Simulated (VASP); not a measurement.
# Mn (P6_3/mmc) in VASP: further runs, part 2 of 2

VASP 6.6.1. Earlier steps stand in the parts before.

### 6 Relaxation of shape and atoms at fixed volume, PBE

This run uses another cell than the first one, of 5.35 Å³/atom.

Input file INCAR:

```
PREC = Accurate
ENCUT = 600
EDIFF = 1E-6
ISMEAR = -1
SIGMA = 0.05
LREAL = False
LASPH = True
NELM = 100
ALGO = Normal
ISIF = 4
LWAVE = False
LCHARG = False
GGA = PE
IBRION = 2
NSW = 50
EDIFFG = -0.005
```

Input file KPOINTS:

```
Automatic mesh
0
Gamma
  17 17 9
```

Input file POSCAR:

```
Mn
1.0
    1.9696544582      0.0000000000      0.0000000000
   -0.9848272291      1.7057707975      0.0000000000
    0.0000000000      0.0000000000      3.1864906150
Mn
2
Direct
    0.3333333333      0.6666666667      0.2500000000
    0.6666666667      0.3333333333      0.7500000000
```

Potentials or basis: VASP PAW PBE potentials, release 64 (Mn_pv).

The run is started by

```
$ cat potpaw_PBE.64/Mn_pv/POTCAR > POTCAR
$ mpirun -np 1 vasp_std > vasp.out
```

OUTCAR:

```text
PREC = Accurate
   ENCUT = 600
   EDIFF = 1E-6
   ISMEAR = -1
   LREAL = False
   LASPH = True
   NELM = 100
   ISIF = 4
   GGA = PE
   IBRION = 2
   NSW = 50
   EDIFFG = -0.005

 ion  position               nearest neighbor table
   1  0.333  0.667  0.250-   2 1.96   2 1.96   2 1.96   2 1.96   2 1.96   2 1.96   2 2.78   2 2.78
                             2 2.78   2 2.78   2 2.78   2 2.78
   2  0.667  0.333  0.750-   1 1.96   1 1.96   1 1.96   1 1.96   1 1.96   1 1.96   1 2.78   1 2.78
                             1 2.78   1 2.78   1 2.78   1 2.78

  LATTYP: Found a hexagonal cell.
 ALAT       =     1.9696544582
 C/A-ratio  =     1.6177916902

  Lattice vectors:

 A1 = (   1.9696544582,   0.0000000000,   0.0000000000)
 A2 = (  -0.9848272291,   1.7057707975,   0.0000000000)
 A3 = (   0.0000000000,   0.0000000000,   3.1864906150)

Analysis of symmetry for initial positions (statically):
=====================================================================
 Subroutine PRICEL returns:
 Original cell was already a primitive cell.

 Routine SETGRP: Setting up the symmetry group for a
 hexagonal supercell.

 Subroutine GETGRP returns: Found 24 space group operations
 (whereof 12 operations were pure point group operations)
 out of a pool of 24 trial point group operations.

The static configuration has the point symmetry D_3d.
 The point group associated with its full space group is D_6h.

Analysis of symmetry for dynamics (positions and initial velocities):
=====================================================================
 Subroutine PRICEL returns:
 Original cell was already a primitive cell.

 Routine SETGRP: Setting up the symmetry group for a
 hexagonal supercell.

 Subroutine GETGRP returns: Found 24 space group operations
 (whereof 12 operations were pure point group operations)
 out of a pool of 24 trial point group operations.

The dynamic configuration has the point symmetry D_3d.
[... 129 lines left out ...]
   LEPSILON=     F    determine dielectric tensor
   LRPA    =     F    only Hartree local field effects (RPA)
 conjugate gradient relaxation of ions
 non-spin polarized calculation
  energy-cutoff  :      600.00
  volume of cell :       10.71
 maximum number of plane-waves:       373
 NGX is ok and might be reduce to    16
   NGX =  7   NGY =  7   NGZ = 13

--------------------------------------- Ionic step        1  -------------------------------------------

 number of electron      25.9999999 magnetization

 Free energy of the ion-electron system (eV)
  ---------------------------------------------------
  ext. energy  EPLUGINS =         0.00000000
  ---------------------------------------------------
  free energy    TOTEN  =        -2.19168832 eV

  energy without entropy =       -2.18478333  energy(sigma->0) =       -2.18823582

------------------------ aborting loop because EDIFF is reached ----------------------------------------

  FORCE on cell =-STRESS in cart. coord.  units (eV):
  Direction    XX          YY          ZZ          XY          YZ          ZX
  --------------------------------------------------------------------------------------
  -------------------------------------------------------------------------------------
  Total       58.2040704     58.2040704     57.2794834      0.0000000      0.0000000      0.0000000
  in kB     8710.4497059   8710.4497061   8572.0819146      0.0000000      0.0000000      0.0000000
  external PRESSURE =    8664.3271089 kB  Pullay stress =       0.0000000 kB
[... 59 lines left out ...]
--------------------------------------- Ionic step        3  -------------------------------------------

 number of electron      26.0000003 magnetization

 Free energy of the ion-electron system (eV)
  ---------------------------------------------------
  ext. energy  EPLUGINS =         0.00000000
  ---------------------------------------------------
  free energy    TOTEN  =        -2.19347594 eV

  energy without entropy =       -2.18667587  energy(sigma->0) =       -2.19007591

 E-fermi :  24.1954     XC(G=0): -18.7713

 val. band max:       24.1799915632   @ k =   0.1765   0.1765   0.0000
 cond. band min:      24.1959748063   @ k =   0.3529   0.0000   0.1111
 fundamental gap:      0.0159832430
 Fermi energy:        24.1954155037

 k-point     1 :       0.0000    0.0000    0.0000
  band No.  band energies     occupation
      1     -28.1641      2.00000
      2     -22.9690      2.00000
      3     -22.9690      2.00000
      4     -22.2455      2.00000
      5     -22.2455      2.00000
      6     -22.1496      2.00000
[... 457 lines left out ...]
      4     -23.8226      2.00000
      5     -23.0585      2.00000
      6     -22.8371      2.00000
[... 9 lines left out ...]
     16      28.3910      0.00000
     17      28.4652      0.00000

 [... further k-points ...]

------------------------ aborting loop because EDIFF is reached ----------------------------------------

  FORCE on cell =-STRESS in cart. coord.  units (eV):
  Direction    XX          YY          ZZ          XY          YZ          ZX
  --------------------------------------------------------------------------------------
  -------------------------------------------------------------------------------------
  Total       57.8610243     57.8610243     57.8529482      0.0000000      0.0000000     -0.0000000
  in kB     8659.1116203   8659.1116207   8657.9029943      0.0000000      0.0000000     -0.0000000
  external PRESSURE =    8658.7087451 kB  Pullay stress =       0.0000000 kB
[... 17 lines left out ...]
  FREE ENERGIE OF THE ION-ELECTRON SYSTEM (eV)
  ---------------------------------------------------
  free  energy   TOTEN  =        -2.1934759395 eV

  energy  without entropy=       -2.1866758709  energy(sigma->0) =       -2.19007591

 reached required accuracy - stopping structural energy minimisation
```

OSZICAR:

```text
N       E                     dE             d eps       ncg     rms          rms(c)
DAV:   1     0.230731775184E+03    0.23073E+03   -0.16513E+04  5834   0.263E+03
DAV:   2     0.447153257195E+01   -0.22626E+03   -0.22192E+03  5661   0.537E+02
[... 21 lines left out ...]
DAV:   1    -0.223693358828E+01   -0.58820E-01   -0.14650E+00  5666   0.137E+01    0.158E+00
DAV:   2    -0.220518864600E+01    0.31745E-01   -0.74951E-02  5689   0.416E+00    0.835E-01
DAV:   3    -0.219333232720E+01    0.11856E-01   -0.32147E-02  6918   0.196E+00    0.189E-01
DAV:   4    -0.219345747939E+01   -0.12515E-03   -0.22934E-03  5622   0.766E-01    0.110E-01
DAV:   5    -0.219347432029E+01   -0.16841E-04   -0.56072E-05  6001   0.109E-01    0.295E-02
DAV:   6    -0.219347642058E+01   -0.21003E-05   -0.46339E-06  4954   0.326E-02    0.741E-03
DAV:   7    -0.219347593945E+01    0.48113E-06   -0.64668E-07  2805   0.106E-02
   3 F= -.21934759E+01 E0= -.21900759E+01  d E =-.178762E-02
```

Wall time 50 s (1 thread of AMD EPYC 7R13 (Zen 3), shared host); peak memory 0.12 GiB.

The run converged, but its numbers aren't listed here, since they failed a check.

Caveat: atoms lie so close that the PAW spheres overlap strongly, which falsifies energies and pressures; the run has no spin polarisation, though such a crystal can be magnetic.
